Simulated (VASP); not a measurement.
# Ta2N (P-31m) in VASP: further runs

Ta2N is run at these levels: LDA; tasks: single point.

Everything below comes from runs of VASP 6.6.1. Logs are shortened: lines on timing, memory, paths and dates and some standing lists are left out, and cuts for length are marked.

## Step 1: The cell of the first run

Symmetry: P-31m, No. 162, trigonal system. The conventional cell has a = 5.174 Å, b = 5.174 Å, c = 4.838 Å, α = 90.00°, β = 90.00°, γ = 120.00°. Within 2.8 Å of Ta (site symmetry m) lie 3 N at 2.10 to 2.11 Å. Within 2.8 Å of N (site symmetry 32) lie 6 Ta at 2.11 Å. N (site symmetry -3m) has 6 Ta at 2.10 Å within 2.8 Å.

## Step 2: Single point, LDA (12.46 Å³/atom)

INCAR

```
PREC     = Accurate       # precision mode
ENCUT    = 520            # plane-wave cutoff, eV
EDIFF    = 1E-6           # SCF threshold, eV
ISMEAR   = 0              # smearing method
SIGMA    = 0.1            # smearing width, eV
LREAL    = F              # projectors in reciprocal space
LASPH    = T              # aspherical terms in the spheres
NELM     = 60             # most SCF steps
ALGO     = Normal         # electronic algorithm
ISIF     = 2              # what is computed and relaxed
LWAVE    = F              # write WAVECAR
LCHARG   = F              # write CHGCAR
GGA      = CA             # functional
NBANDS   = 50             # bands
```

KPOINTS

```
Automatic mesh
0
Gamma
  9 9 8
```

POSCAR

```
Ta2N
1.0
    5.1737671017      0.0000000029      0.0000000000
   -2.5868835534      4.4806137419      0.0000000000
    0.0000000000      0.0000000000      4.8383793224
Ta N
6 3
Direct
    0.6665870767      0.6665870767      0.7530758747
    0.0000000000      0.3334129233      0.7530758747
    0.3334129233      0.0000000000      0.7530758747
    0.3334129233      0.3334129233      0.2469241253
    0.0000000000      0.6665870767      0.2469241253
    0.6665870767      0.0000000000      0.2469241253
    0.6666666667      0.3333333333      0.5000000000
    0.3333333333      0.6666666667      0.5000000000
    0.0000000000      0.0000000000      0.0000000000
```

Potentials or basis: VASP PAW LDA potentials, release 64 (Ta_pv, N).

Started as:

```sh
$ cat potpaw_LDA.64/Ta_pv/POTCAR potpaw_LDA.64/N/POTCAR > POTCAR
$ mpirun -np 1 vasp_std > vasp.out
```

OUTCAR:

```text
PREC = Accurate
   ENCUT = 520
   EDIFF = 1E-6
   ISMEAR = 0
   LREAL = F
   LASPH = T
   NELM = 60
   ISIF = 2
   GGA = CA

 ion  position               nearest neighbor table
   1  0.667  0.667  0.753-   9 2.10   8 2.11   7 2.11   4 2.95   5 2.95   6 2.95   2 2.99   3 2.99
                             2 2.99   3 2.99   3 2.99   2 2.99   4 2.99   5 3.00   6 3.00
   2  0.000  0.333  0.753-   9 2.10   7 2.11   8 2.11   5 2.95   6 2.95   4 2.95   3 2.99   1 2.99
                             3 2.99   1 2.99   1 2.99   3 2.99   5 2.99   6 3.00   4 3.00
   3  0.333  0.000  0.753-   9 2.10   8 2.11   7 2.11   6 2.95   5 2.95   4 2.95   2 2.99   2 2.99
                             1 2.99   1 2.99   1 2.99   2 2.99   6 2.99   5 3.00   4 3.00
   4  0.333  0.333  0.247-   9 2.10   7 2.11   8 2.11   1 2.95   2 2.95   3 2.95   5 2.99   6 2.99
                             5 2.99   6 2.99   6 2.99   5 2.99   1 2.99   2 3.00   3 3.00
   5  0.000  0.667  0.247-   9 2.10   8 2.11   7 2.11   2 2.95   3 2.95   1 2.95   6 2.99   4 2.99
                             6 2.99   4 2.99   4 2.99   6 2.99   2 2.99   3 3.00   1 3.00
   6  0.667  0.000  0.247-   9 2.10   7 2.11   8 2.11   3 2.95   2 2.95   1 2.95   5 2.99   5 2.99
                             4 2.99   4 2.99   4 2.99   5 2.99   3 2.99   2 3.00   1 3.00
   7  0.667  0.333  0.500-   2 2.11   6 2.11   5 2.11   3 2.11   4 2.11   1 2.11
   8  0.333  0.667  0.500-   5 2.11   3 2.11   2 2.11   6 2.11   1 2.11   4 2.11
   9  0.000  0.000  0.000-   1 2.10   4 2.10   3 2.10   6 2.10   5 2.10   2 2.10

  LATTYP: Found a hexagonal cell.
 ALAT       =     5.1737671017
 C/A-ratio  =     0.9351753234

  Lattice vectors:

 A1 = (   5.1737671017,   0.0000000029,   0.0000000000)
 A2 = (  -2.5868835534,   4.4806137419,   0.0000000000)
 A3 = (   0.0000000000,   0.0000000000,   4.8383793224)

Analysis of symmetry for initial positions (statically):
=====================================================================
 Subroutine PRICEL returns:
 Original cell was already a primitive cell.

 Routine SETGRP: Setting up the symmetry group for a
 hexagonal supercell.

 Subroutine GETGRP returns: Found 12 space group operations
 (whereof 12 operations were pure point group operations)
 out of a pool of 24 trial point group operations.

The static configuration has the point symmetry D_3d.

Analysis of symmetry for dynamics (positions and initial velocities):
=====================================================================
 Subroutine PRICEL returns:
 Original cell was already a primitive cell.

 Routine SETGRP: Setting up the symmetry group for a
 hexagonal supercell.

 Subroutine GETGRP returns: Found 12 space group operations
 (whereof 12 operations were pure point group operations)
 out of a pool of 24 trial point group operations.

The dynamic configuration has the point symmetry D_3d.

 Subroutine INISYM returns: Found 12 space group operations
 (whereof 12 operations are pure point group operations),
 and found     1 'primitive' translations

----------------------------------------------------------------------------------------

                                     Primitive cell

  volume of cell :     112.1616

  direct lattice vectors                    reciprocal lattice vectors
     5.173767102  0.000000003  0.000000000     0.193282763  0.111591855  0.000000000
    -2.586883553  4.480613742  0.000000000    -0.000000000  0.223183710  0.000000000
     0.000000000  0.000000000  4.838379322     0.000000000  0.000000000  0.206680777

  length of vectors
     5.173767102  5.173767102  4.838379322     0.223183710  0.223183710  0.206680777

  position of ions in fractional coordinates (direct lattice)
     0.666587077  0.666587077  0.753075875
     0.000000000  0.333412923  0.753075875
     0.333412923  0.000000000  0.753075875
     0.333412923  0.333412923  0.246924125
     0.000000000  0.666587077  0.246924125
     0.666587077  0.000000000  0.246924125
     0.666666667  0.333333333  0.500000000
     0.333333333  0.666666667  0.500000000
     0.000000000  0.000000000  0.000000000

  ion indices of the primitive-cell ions
   primitive index   ion index
                 1           1
                 2           2
                 3           3
                 4           4
                 5           5
                 6           6
                 7           7
                 8           8
                 9           9

----------------------------------------------------------------------------------------

 KPOINTS: Automatic mesh

Automatic generation of k-mesh.
 Grid dimensions read from file:
 generate k-points for:    9    9    8

 Generating k-lattice:

  Cartesian coordinates                     Fractional coordinates (reciprocal lattice)
     0.021475863  0.012399095  0.000000000     0.111111111  0.000000000  0.000000000
    -0.000000000  0.024798190  0.000000000    -0.000000000  0.111111111  0.000000000
     0.000000000  0.000000000  0.025835097     0.000000000  0.000000000  0.125000000

  Length of vectors
     0.024798190  0.024798190  0.025835097

  Shift w.r.t. Gamma in fractional coordinates (k-lattice)
     0.000000000  0.000000000  0.000000000

 Subroutine IBZKPT returns following result:
 ===========================================

 Found     81 irreducible k-points:

 Following reciprocal coordinates:
            Coordinates               Weight
  0.000000  0.000000  0.000000      1.000000
  0.111111  0.000000  0.000000      6.000000
  0.222222  0.000000  0.000000      6.000000
  0.333333  0.000000  0.000000      6.000000
  0.444444  0.000000  0.000000      6.000000
  0.111111  0.111111  0.000000      6.000000
[... 16 lines left out ...]
 -0.111111  0.444444  0.125000     12.000000
  0.444444  0.111111  0.125000      6.000000
 [... further k-points ...]
   k-points           NKPTS =     81   k-points in BZ     NKDIM =     81   number of bands    NBANDS=     50
   number of dos      NEDOS =    301   number of ions     NIONS =      9
   total plane-waves  NPLWV =  57600
   dimension x,y,z NGX =    40 NGY =   40 NGZ =   36
   dimension x,y,z NGXF=    80 NGYF=   80 NGZF=   72
   ions per type =               6   3
   NGX,Y,Z   is equivalent  to a cutoff of  12.85, 12.85, 12.37 a.u.
   NGXF,Y,Z  is equivalent  to a cutoff of  25.71, 25.71, 24.74 a.u.
 SYSTEM =  unknown system
   PREC   = accura    normal or accurate (medium, high low for compatibility)
   ISTART =      0    job   : 0-new  1-cont  2-samecut
   ICHARG =      2    charge: 1-file 2-atom 10-const
   ISPIN  =      1    spin polarized calculation?
   LNONCOLLINEAR =      F non collinear calculations
   LSORBIT =      F    spin-orbit coupling
   LASPH  =      T    aspherical Exc in radial PAW
   ENCUT  =  520.0 eV  38.22 Ry    6.18 a.u.   9.62  9.62  9.00*2*pi/ulx,y,z
   NELM   =     60;   NELMIN=  2; NELMDL= -5     # of ELM steps
   EDIFF  = 0.1E-05   stopping-criterion for ELM
   LREAL  =      F    real-space projection
   EDIFFG = 0.1E-04   stopping-criterion for IOM
   NSW    =      0    number of steps for IOM
   IBRION =     -1    ionic relax: 0-MD 1-quasi-New 2-CG
   NFREE  =      0    steps in history (QN), initial steepest desc. (CG)
   ISIF   =      2    stress and relaxation
   ISYM   =      2    0-nonsym 1-usesym 2-fastsym
   POTIM  = 0.5000    time-step for ionic-motion
   TEBEG  =    0.0;   TEEND  =   0.0 temperature during run
   PSTRESS=    0.0 pullay stress
   NELECT =      81.0000    total number of electrons
   NUPDOWN=      -1.0000    fix difference up-down
   EMIN   =  10.00;   EMAX   =-10.00  energy-range for DOS
   EFERMI =   0.00;   METHOD = LEGACY
   ISMEAR =     0;   SIGMA  =   0.10  broadening in eV -4-tet -1-fermi 0-gaus
   EFERMI_NEDOS =   21; number of points for ismear=-14 and -15
   IALGO  =     38    algorithm
   IMIX   =      4    mixing-type and parameters
     AMIX     =   0.40;   BMIX     =  1.00
     AMIX_MAG =   1.60;   BMIX_MAG =  1.00
  volume/ion in A,a.u.               =      12.46        84.10
  Fermi-wavevector in a.u.,A,eV,Ry     =   1.468774  2.775581 29.351821  2.157298
  Thomas-Fermi vector in A             =   2.584232
   LORBIT       =      0    0 simple, 1 ext, 2 COOP (PROOUT), +10 PAW based schemes
   GGA     = CA    functional components
   LHFCALC =     F    Hartree Fock is set to
   AEXX    =    0.0000 exact exchange contribution
   IVDW    =     0    specifies the selected vdW correction
   LEPSILON=     F    determine dielectric tensor
   LRPA    =     F    only Hartree local field effects (RPA)
 non-spin polarized calculation
 Gauss-broadening in eV      SIGMA  =   0.10
  energy-cutoff  :      520.00
  volume of cell :      112.16
 maximum number of plane-waves:      3114
 NGX is ok and might be reduce to    40
   NGX = 19   NGY = 19   NGZ = 17

 number of electron      81.0000004 magnetization

 Free energy of the ion-electron system (eV)
  ---------------------------------------------------
  ext. energy  EPLUGINS =         0.00000000
  ---------------------------------------------------
  free energy    TOTEN  =      -113.94185512 eV

  energy without entropy =     -113.92815811  energy(sigma->0) =     -113.93500662

 E-fermi :   8.0348     XC(G=0): -13.5090

 val. band max:        8.0238987513   @ k =   0.3333   0.0000   0.0000
 cond. band min:       8.0398204145   @ k =   0.3333   0.1111   0.3750
 fundamental gap:      0.0159216632
 Fermi energy:         8.0347738821

 k-point     1 :       0.0000    0.0000    0.0000
  band No.  band energies     occupation
      1     -27.6103      2.00000
      2     -27.1358      2.00000
      3     -26.9112      2.00000
      4     -26.9112      2.00000
      5     -26.8899      2.00000
      6     -26.8899      2.00000
[... 42 lines left out ...]
     49      11.4763      0.00000
     50      11.8706      0.00000
[... 1217 lines left out ...]
     49      11.2549      0.00000
     50      11.5858      0.00000

 [... further k-points ...]

------------------------ aborting loop because EDIFF is reached ----------------------------------------

  FORCE on cell =-STRESS in cart. coord.  units (eV):
  Direction    XX          YY          ZZ          XY          YZ          ZX
  --------------------------------------------------------------------------------------
  -------------------------------------------------------------------------------------
  Total        8.4918268      8.4918268      8.4881288     -0.0000000     -0.0000000      0.0000000
  in kB      121.3018475    121.3018475    121.2490232     -0.0000000     -0.0000000      0.0000000
  external PRESSURE =     121.2842394 kB  Pullay stress =       0.0000000 kB

 VOLUME and BASIS-vectors are now :
 -----------------------------------------------------------------------------
  energy-cutoff  :      520.00
  volume of cell :      112.16
      direct lattice vectors                 reciprocal lattice vectors
     5.173767102  0.000000003  0.000000000     0.193282763  0.111591855  0.000000000
    -2.586883553  4.480613742  0.000000000    -0.000000000  0.223183710  0.000000000
     0.000000000  0.000000000  4.838379322     0.000000000  0.000000000  0.206680777

 POSITION                                       TOTAL-FORCE (eV/Angst)
 -----------------------------------------------------------------------------------
      1.72438      2.98672      3.64367        -0.004505     -0.007803      0.015248
     -0.86250      1.49389      3.64367        -0.004505      0.007803      0.015248
      1.72500      0.00000      3.64367         0.009010      0.000000      0.015248
      0.86250      1.49389      1.19471         0.004505      0.007803     -0.015248
     -1.72438      2.98672      1.19471         0.004505     -0.007803     -0.015248
      3.44877      0.00000      1.19471        -0.009010     -0.000000     -0.015248
      2.58688      1.49354      2.41919         0.000000      0.000000     -0.000000
     -0.00000      2.98708      2.41919        -0.000000      0.000000     -0.000000
      0.00000      0.00000      0.00000         0.000000      0.000000      0.000000
 -----------------------------------------------------------------------------------
    total drift:                                0.000000      0.000000      0.000000

  FREE ENERGIE OF THE ION-ELECTRON SYSTEM (eV)
  ---------------------------------------------------
  free  energy   TOTEN  =      -113.9418551235 eV

  energy  without entropy=     -113.9281581095  energy(sigma->0) =     -113.93500662
```

It took 5 min on 1 thread of Intel Xeon 6975P-C (Granite Rapids), shared host; peak memory 0.43 GiB.

What came out:

```yaml
Free_energy: -113.9419 eV
Pressure: 12.1 GPa
Largest_force: 0.018 eV/Å
Band_gap_on_the_k_mesh: zero (an odd number of electrons rules out a gap without spin polarisation)
```

Forces on the atoms (eV/Å):
```
Ta  -0.005 -0.008  0.015
Ta  -0.005  0.008  0.015
Ta   0.009  0.000  0.015
Ta   0.005  0.008 -0.015
Ta   0.005 -0.008 -0.015
Ta  -0.009  0.000 -0.015
N    0.000  0.000  0.000
N    0.000  0.000  0.000
N    0.000  0.000  0.000
```

Caveat: the cell stands under pressure; spin-orbit coupling is left out, which moves the levels of the heavy elements.

## Step 3: Single point, LDA

This run uses another cell than the first one, of 12.85 Å³/atom.

INCAR

```
SYSTEM = Ta2N
  ALGO = Normal
  EDIFF = 1E-7
  ENCUT = 520
  GGA = CA
  ISIF = 2
  ISMEAR = 0
  LASPH = .True.
  LCHARG = .True.
  LELF = .True.
  LREAL = .False.
  LVHAR = .True.
  LWAVE = .False.
  NBANDS = 50
  NELM = 80
  PREC = Accurate
  SIGMA = 0.1
```

KPOINTS

```
k-points
0
Gamma
  9 9 8
  0 0 0
```

POSCAR

```
Ta2N
1.0
    5.2288527921      0.0000000029      0.0000000000
   -2.6144263986      4.5283193492      0.0000000000
    0.0000000000      0.0000000000      4.8834764586
Ta N
6 3
Direct
    0.6669298478      0.6669298478      0.7526084312
    0.0000000000      0.3330701522      0.7526084312
    0.3330701522      0.0000000000      0.7526084312
    0.3330701522      0.3330701522      0.2473915688
    0.0000000000      0.6669298478      0.2473915688
    0.6669298478      0.0000000000      0.2473915688
    0.6666666667      0.3333333333      0.5000000000
    0.3333333333      0.6666666667      0.5000000000
    0.0000000000      0.0000000000      0.0000000000
```

Potentials or basis: VASP PAW LDA potentials, release 64 (Ta_pv, N).

Started as:

```sh
$ cat potpaw_LDA.64/Ta_pv/POTCAR potpaw_LDA.64/N/POTCAR > POTCAR
$ mpirun -np 1 vasp_std > vasp.out
```

Wall time 4.1 min (1 thread of Intel Xeon 6975P-C (Granite Rapids), shared host); peak memory 0.43 GiB.

The run converged. Its results:

```yaml
Free_energy: -114.0894 eV
Pressure: 1.6 GPa
Largest_force: 0.016 eV/Å
Band_gap_on_the_k_mesh: zero (an odd number of electrons rules out a gap without spin polarisation)
```

Forces in eV/Å, atoms in the order of the input:
```
Ta  -0.004 -0.007  0.014
Ta  -0.004  0.007  0.014
Ta   0.008  0.000  0.014
Ta   0.004  0.007 -0.014
Ta   0.004 -0.007 -0.014
Ta  -0.008  0.000 -0.014
N    0.000  0.000  0.000
N    0.000  0.000  0.000
N    0.000  0.000  0.000
```

Levels at points of the mesh, in eV from the Fermi level:
```tsv
k point	band 38	band 39	band 40	band 41	band 42	band 43	band 44	band 45
(0.00, 0.00, 0.00)	-0.90	-0.50	-0.50	-0.38	-0.16	-0.16	0.69	0.69
(0.00, 0.00, 0.50)	-1.73	-1.43	-1.43	-1.02	0.62	0.62	0.81	2.11
```

Caveat: spin-orbit coupling is left out, which moves the levels of the heavy elements.
